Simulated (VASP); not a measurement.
# Ga3Sb3H7 in VASP: single point with PBE

Aim: the single point of Ga3Sb3H7 with PBE.

All numbers are computed with VASP 6.6.1; they aren't measurements. Logs are shortened: lines on timing, memory, paths and dates and some standing lists are left out, and cuts for length are marked.

## Step 1: The cell of the first run

The cell holds a wire or tube with vacuum around it, 26 atoms: a = 18.700 Å, b = 19.000 Å, c = 6.214 Å, α = 90.00°, β = 90.00°, γ = 90.00°.

## Step 2: Single point, PBE

Contents of INCAR:

```
SYSTEM = Ga3Sb3H7
ALGO = Normal
EDIFF = 1E-6
ENCUT = 520
GGA = PE
ISIF = 2
ISMEAR = 0
LASPH = .True.
LCHARG = .False.
LREAL = Auto
LWAVE = .False.
NBANDS = 80
NELM = 80
PREC = Accurate
SIGMA = 0.05
```

Contents of KPOINTS:

```
k-points
0
Gamma
  1 1 9
  0 0 0
```

Contents of POSCAR:

```
Ga3Sb3H7
1.0
   18.7000000000      0.0000000000      0.0000000000
    0.0000000000     19.0000000000      0.0000000000
    0.0000000000      0.0000000000      6.2138412689
Ga Sb H
6 6 14
Direct
    0.5436975763      0.5430076146      0.0000000000
    0.5436975763      0.3794854759      0.5000000000
    0.5436975763      0.7065297533      0.5000000000
    0.3775520879      0.5430076146      0.5000000000
    0.7098430648      0.5430076146      0.5000000000
    0.3775520879      0.3794854759      0.0000000000
    0.6267703206      0.6247686839      0.7500000000
    0.2944793436      0.4612465453      0.2500000000
    0.6267703206      0.4612465453      0.2500000000
    0.4606248321      0.2977244066      0.2500000000
    0.4606248321      0.6247686839      0.2500000000
    0.4606248321      0.4612465453      0.7500000000
    0.6795654521      0.6767302082      0.9088822304
    0.5921702995      0.3317781116      0.6458743285
    0.5921702995      0.7542371176      0.3541256715
    0.4952248532      0.7542371176      0.6458743285
    0.2416842121      0.5132080695      0.0911177696
    0.2416842121      0.4092850210      0.4088822304
    0.6795654521      0.4092850210      0.0911177696
    0.3290793647      0.5907149790      0.6458743285
    0.7583157879      0.5907149790      0.3541256715
    0.7583157879      0.4953002503      0.6458743285
    0.5134199637      0.2457628824      0.0911177696
    0.4078297005      0.2457628824      0.4088822304
    0.4078297005      0.6767302082      0.0911177696
    0.3290793647      0.3317781116      0.8541256715
```

Potentials or basis: VASP PAW PBE potentials, release 64 (Ga_d, Sb, H).

Launch:

```console
$ cat potpaw_PBE.64/Ga_d/POTCAR potpaw_PBE.64/Sb/POTCAR potpaw_PBE.64/H/POTCAR > POTCAR
$ mpirun -np 1 vasp_std > vasp.out
```

OUTCAR:

```text
SYSTEM = Ga3Sb3H7
   EDIFF = 1E-6
   ENCUT = 520
   GGA = PE
   ISIF = 2
   ISMEAR = 0
   LASPH = .True.
   LREAL = Auto
   NELM = 80
   PREC = Accurate

 ion  position               nearest neighbor table
   1  0.544  0.543  0.000-  11 2.69  12 2.69   7 2.69   9 2.69
   2  0.544  0.379  0.500-  14 1.57  10 2.69  12 2.69   9 2.69
   3  0.544  0.707  0.500-  16 1.57  15 1.57  11 2.69   7 2.69
   4  0.378  0.543  0.500-  20 1.57  12 2.69  11 2.69   8 2.69
   5  0.710  0.543  0.500-  22 1.57  21 1.57   7 2.69   9 2.69
   6  0.378  0.379  0.000-  26 1.57  10 2.69  12 2.69   8 2.69
   7  0.627  0.625  0.750-  13 1.71   5 2.69   1 2.69   3 2.69
   8  0.294  0.461  0.250-  17 1.71  18 1.71   4 2.69   6 2.69
   9  0.627  0.461  0.250-  19 1.71   5 2.69   1 2.69   2 2.69
  10  0.461  0.298  0.250-  23 1.71  24 1.71   2 2.69   6 2.69
  11  0.461  0.625  0.250-  25 1.71   1 2.69   4 2.69   3 2.69
  12  0.461  0.461  0.750-   1 2.69   4 2.69   2 2.69   6 2.69
  13  0.680  0.677  0.909-   7 1.71
  14  0.592  0.332  0.646-   2 1.57
  15  0.592  0.754  0.354-   3 1.57
  16  0.495  0.754  0.646-   3 1.57
  17  0.242  0.513  0.091-   8 1.71
  18  0.242  0.409  0.409-   8 1.71
  19  0.680  0.409  0.091-   9 1.71
  20  0.329  0.591  0.646-   4 1.57
  21  0.758  0.591  0.354-   5 1.57
  22  0.758  0.495  0.646-   5 1.57
  23  0.513  0.246  0.091-  10 1.71
  24  0.408  0.246  0.409-  10 1.71
  25  0.408  0.677  0.091-  11 1.71
  26  0.329  0.332  0.854-   6 1.57

  LATTYP: Found a simple orthorhombic cell.
 ALAT       =     6.2138412689
 B/A-ratio  =     3.0094106352
 C/A-ratio  =     3.0576899502

  Lattice vectors:

 A1 = (   0.0000000000,   0.0000000000,   6.2138412689)
 A2 = (  18.7000000000,   0.0000000000,   0.0000000000)
 A3 = (   0.0000000000,  19.0000000000,   0.0000000000)

Analysis of symmetry for initial positions (statically):
=====================================================================
 Subroutine PRICEL returns:
 Original cell was already a primitive cell.

 Routine SETGRP: Setting up the symmetry group for a
 simple orthorhombic supercell.

 Subroutine GETGRP returns: Found  1 space group operations
 (whereof  1 operations were pure point group operations)
 out of a pool of  8 trial point group operations.

The static configuration has the point symmetry C_1 .

Analysis of symmetry for dynamics (positions and initial velocities):
=====================================================================
 Subroutine PRICEL returns:
 Original cell was already a primitive cell.

 Routine SETGRP: Setting up the symmetry group for a
 simple orthorhombic supercell.

 Subroutine GETGRP returns: Found  1 space group operations
 (whereof  1 operations were pure point group operations)
 out of a pool of  8 trial point group operations.

The dynamic configuration has the point symmetry C_1 .

 Subroutine INISYM returns: Found  1 space group operations
 (whereof  1 operations are pure point group operations),
 and found     1 'primitive' translations

----------------------------------------------------------------------------------------

                                     Primitive cell

  volume of cell :    2207.7778

  direct lattice vectors                    reciprocal lattice vectors
    18.700000000  0.000000000  0.000000000     0.053475936  0.000000000  0.000000000
     0.000000000 19.000000000  0.000000000     0.000000000  0.052631579  0.000000000
     0.000000000  0.000000000  6.213841269     0.000000000  0.000000000  0.160931050

  length of vectors
    18.700000000 19.000000000  6.213841269     0.053475936  0.052631579  0.160931050

  position of ions in fractional coordinates (direct lattice)
     0.543697576  0.543007615  0.000000000
     0.543697576  0.379485476  0.500000000
     0.543697576  0.706529753  0.500000000
     0.377552088  0.543007615  0.500000000
     0.709843065  0.543007615  0.500000000
     0.377552088  0.379485476  0.000000000
[... 18 lines left out ...]
     0.407829701  0.676730208  0.091117770
     0.329079365  0.331778112  0.854125672

  ion indices of the primitive-cell ions
   primitive index   ion index
                 1           1
                 2           2
                 3           3
                 4           4
                 5           5
                 6           6
[... 18 lines left out ...]
                25          25
                26          26

----------------------------------------------------------------------------------------

 KPOINTS: k-points

Automatic generation of k-mesh.
 Grid dimensions read from file:
 generate k-points for:    1    1    9

 Generating k-lattice:

  Cartesian coordinates                     Fractional coordinates (reciprocal lattice)
     0.053475936  0.000000000  0.000000000     1.000000000  0.000000000  0.000000000
     0.000000000  0.052631579  0.000000000     0.000000000  1.000000000  0.000000000
     0.000000000  0.000000000  0.017881228     0.000000000  0.000000000  0.111111111

  Length of vectors
     0.053475936  0.052631579  0.017881228

  Shift w.r.t. Gamma in fractional coordinates (k-lattice)
     0.000000000  0.000000000  0.000000000

 Subroutine IBZKPT returns following result:
 ===========================================

 Found      5 irreducible k-points:

 Following reciprocal coordinates:
            Coordinates               Weight
  0.000000  0.000000  0.000000      1.000000
  0.000000  0.000000  0.111111      2.000000
  0.000000  0.000000  0.222222      2.000000
  0.000000  0.000000  0.333333      2.000000
  0.000000  0.000000  0.444444      2.000000
   k-points           NKPTS =      5   k-points in BZ     NKDIM =      5   number of bands    NBANDS=     80
   number of dos      NEDOS =    301   number of ions     NIONS =     26
   total plane-waves  NPLWV = 967680
   dimension x,y,z NGX =   140 NGY =  144 NGZ =   48
   dimension x,y,z NGXF=   280 NGYF=  288 NGZF=   96
   ions per type =               6   6  14
   NGX,Y,Z   is equivalent  to a cutoff of  12.45, 12.60, 12.84 a.u.
   NGXF,Y,Z  is equivalent  to a cutoff of  24.89, 25.20, 25.68 a.u.
 SYSTEM =  Ga3Sb3H7
   PREC   = accura    normal or accurate (medium, high low for compatibility)
   ISTART =      0    job   : 0-new  1-cont  2-samecut
   ICHARG =      2    charge: 1-file 2-atom 10-const
   ISPIN  =      1    spin polarized calculation?
   LNONCOLLINEAR =      F non collinear calculations
   LSORBIT =      F    spin-orbit coupling
   LASPH  =      T    aspherical Exc in radial PAW
   ENCUT  =  520.0 eV  38.22 Ry    6.18 a.u.  34.77 35.33 11.55*2*pi/ulx,y,z
   NELM   =     80;   NELMIN=  2; NELMDL= -5     # of ELM steps
   EDIFF  = 0.1E-05   stopping-criterion for ELM
   LREAL  =      T    real-space projection
   EDIFFG = 0.1E-04   stopping-criterion for IOM
   NSW    =      0    number of steps for IOM
   IBRION =     -1    ionic relax: 0-MD 1-quasi-New 2-CG
   NFREE  =      0    steps in history (QN), initial steepest desc. (CG)
   ISIF   =      2    stress and relaxation
   ISYM   =      2    0-nonsym 1-usesym 2-fastsym
   POTIM  = 0.5000    time-step for ionic-motion
   TEBEG  =    0.0;   TEEND  =   0.0 temperature during run
   PSTRESS=    0.0 pullay stress
   NELECT =     122.0000    total number of electrons
   NUPDOWN=      -1.0000    fix difference up-down
   EMIN   =  10.00;   EMAX   =-10.00  energy-range for DOS
   EFERMI =   0.00;   METHOD = LEGACY
   ISMEAR =     0;   SIGMA  =   0.05  broadening in eV -4-tet -1-fermi 0-gaus
   EFERMI_NEDOS =   21; number of points for ismear=-14 and -15
   IALGO  =     38    algorithm
   IMIX   =      4    mixing-type and parameters
     AMIX     =   0.40;   BMIX     =  1.00
     AMIX_MAG =   1.60;   BMIX_MAG =  1.00
  volume/ion in A,a.u.               =      84.91       573.03
  Fermi-wavevector in a.u.,A,eV,Ry     =   0.623557  1.178352  5.290267  0.388824
  Thomas-Fermi vector in A             =   1.683806
   LORBIT       =      0    0 simple, 1 ext, 2 COOP (PROOUT), +10 PAW based schemes
   GGA     = PE    functional components
   LHFCALC =     F    Hartree Fock is set to
   AEXX    =    0.0000 exact exchange contribution
   IVDW    =     0    specifies the selected vdW correction
   LEPSILON=     F    determine dielectric tensor
   LRPA    =     F    only Hartree local field effects (RPA)
 non-spin polarized calculation
 Gauss-broadening in eV      SIGMA  =   0.05
  energy-cutoff  :      520.00
  volume of cell :     2207.78
 maximum number of plane-waves:     59533
 NGX is ok and might be reduce to   140
   NGX = 69   NGY = 71   NGZ = 23

 number of electron     121.9999999 magnetization

 Free energy of the ion-electron system (eV)
  ---------------------------------------------------
  ext. energy  EPLUGINS =         0.00000000
  ---------------------------------------------------
  free energy    TOTEN  =       -85.08625998 eV

  energy without entropy =      -85.08625998  energy(sigma->0) =      -85.08625998

 E-fermi :  -3.7393     XC(G=0):  -2.3805

 val. band max:       -4.0238227683   @ k =   0.0000   0.0000   0.0000
 cond. band min:      -1.5592902350   @ k =   0.0000   0.0000   0.4444
 fundamental gap:      2.4645325333
 Fermi energy:        -3.7393434151

 k-point     1 :       0.0000    0.0000    0.0000
  band No.  band energies     occupation
      1     -18.1754      2.00000
      2     -18.1690      2.00000
      3     -18.1515      2.00000
      4     -18.0683      2.00000
      5     -18.0668      2.00000
      6     -17.8461      2.00000
[... 65 lines left out ...]
     72       0.0095      0.00000
     73       0.1279      0.00000

 k-point     2 :       0.0000    0.0000    0.1111
  band No.  band energies     occupation
      1     -18.1754      2.00000
      2     -18.1689      2.00000
      3     -18.1516      2.00000
      4     -18.0683      2.00000
      5     -18.0668      2.00000
      6     -17.8465      2.00000
[... 65 lines left out ...]
     72       0.0738      0.00000
     73       0.1490      0.00000

 k-point     3 :       0.0000    0.0000    0.2222
  band No.  band energies     occupation
      1     -18.1754      2.00000
      2     -18.1689      2.00000
      3     -18.1516      2.00000
      4     -18.0683      2.00000
      5     -18.0667      2.00000
      6     -17.8472      2.00000
[... 65 lines left out ...]
     72       0.1607      0.00000
     73       0.2540      0.00000

 k-point     4 :       0.0000    0.0000    0.3333
  band No.  band energies     occupation
      1     -18.1755      2.00000
      2     -18.1689      2.00000
      3     -18.1516      2.00000
      4     -18.0684      2.00000
      5     -18.0666      2.00000
      6     -17.8477      2.00000
[... 65 lines left out ...]
     72       0.2317      0.00000
     73       0.3985      0.00000

 k-point     5 :       0.0000    0.0000    0.4444
  band No.  band energies     occupation
      1     -18.1755      2.00000
      2     -18.1689      2.00000
      3     -18.1516      2.00000
      4     -18.0684      2.00000
      5     -18.0666      2.00000
      6     -17.8480      2.00000
[... 65 lines left out ...]
     72       0.4180      0.00000
     73       0.4916      0.00000
 [bands above 73 left out]

------------------------ aborting loop because EDIFF is reached ----------------------------------------

  FORCE on cell =-STRESS in cart. coord.  units (eV):
  Direction    XX          YY          ZZ          XY          YZ          ZX
  --------------------------------------------------------------------------------------
  -------------------------------------------------------------------------------------
  Total       -1.3108209     -1.3119903     -1.2296830      0.1125347      0.6956675      0.6973817
  in kB       -0.9512586     -0.9521072     -0.8923770      0.0816660      0.5048437      0.5060877
  external PRESSURE =      -0.9319143 kB  Pullay stress =       0.0000000 kB

 VOLUME and BASIS-vectors are now :
 -----------------------------------------------------------------------------
  energy-cutoff  :      520.00
  volume of cell :     2207.78
      direct lattice vectors                 reciprocal lattice vectors
    18.700000000  0.000000000  0.000000000     0.053475936  0.000000000  0.000000000
     0.000000000 19.000000000  0.000000000     0.000000000  0.052631579  0.000000000
     0.000000000  0.000000000  6.213841269     0.000000000  0.000000000  0.160931050

 POSITION                                       TOTAL-FORCE (eV/Angst)
 -----------------------------------------------------------------------------------
     10.16714     10.31714      0.00000         0.239419      0.241379     -0.162222
     10.16714      7.21022      3.10692         0.393739     -0.080502      0.207696
     10.16714     13.42407      3.10692         0.120414      0.829199      0.259056
      7.06022     10.31714      3.10692        -0.079687      0.393460      0.205563
     13.27407     10.31714      3.10692         0.826702      0.123488      0.258345
      7.06022      7.21022      0.00000        -0.209661     -0.207965     -0.542783
[... 18 lines left out ...]
      7.62642     12.85787      0.56619        -0.056880     -0.022957     -0.076913
      6.15378      6.30378      5.30740        -0.062027     -0.062087     -0.035362
 -----------------------------------------------------------------------------------
    total drift:                                0.000421     -0.009797     -0.000627

  FREE ENERGIE OF THE ION-ELECTRON SYSTEM (eV)
  ---------------------------------------------------
  free  energy   TOTEN  =       -85.0862599751 eV

  energy  without entropy=      -85.0862599751  energy(sigma->0) =      -85.08625998
```

It took 65 min on 1 thread of Oxide Virtual Turin-like, shared host; peak memory 2 GiB.

Results:

* Free energy: -85.0863 eV
* Largest force: 1.016 eV/Å
* Band gap on the k mesh: 2.46 eV (least direct gap 2.51 eV)

Forces in eV/Å, atoms in the order of the input:
```
Ga   0.239  0.241 -0.162
Ga   0.394 -0.081  0.208
Ga   0.120  0.829  0.259
Ga  -0.080  0.393  0.206
Ga   0.827  0.123  0.258
Ga  -0.210 -0.208 -0.543
Sb  -0.523 -0.529 -0.590
Sb   1.000  0.035  0.167
Sb  -0.601  0.363  0.398
Sb   0.036  1.002  0.166
Sb   0.367 -0.597  0.396
Sb  -0.014 -0.016 -0.265
H   -0.001 -0.001  0.034
H   -0.026 -0.107  0.034
H    0.117 -0.247 -0.207
H   -0.245 -0.199  0.103
H   -0.256 -0.208  0.068
H   -0.320  0.077 -0.169
H   -0.023 -0.057 -0.077
H   -0.106 -0.026  0.034
H   -0.247  0.117 -0.207
H   -0.198 -0.245  0.103
H   -0.208 -0.256  0.068
H    0.076 -0.320 -0.169
H   -0.057 -0.023 -0.077
H   -0.062 -0.062 -0.035
```

Caveat: spin-orbit coupling is left out, which moves the levels of the heavy elements.
